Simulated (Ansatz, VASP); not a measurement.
**One calculation of In, two programs**

```
In
1.0
     3.30170    0.00000    0.00000
    -1.65085    2.85936    0.00000
     0.00000    0.00000    5.37488
In
2
Direct
  0.33333 0.66667 0.25000
  0.66667 0.33333 0.75000
```

Alike in both runs: task single point; functional r2SCAN; k mesh 12 × 12 × 7; occupations fermi-dirac, width 0.1 eV; no spin polarisation.

|  | VASP | Ansatz |
| --- | --- | --- |
| version | VASP 6.6.1 | Ansatz 0.2.0 |
| potentials or method | VASP PAW PBE potentials, release 64 (In_d), cutoff 520 eV | plane waves (500 eV) with PAW, scalar-relativistic |
| valence electrons in the cell | 26 | 26 |

```csv
,VASP,Ansatz,Ansatz less VASP
pressure (GPa),1.9,1.9,+0.02
"traceless stress, the component that is largest in VASP (GPa)",-0.48,-0.47,+0.005
```

VASP's potentials were made for PBE, not for r2SCAN.
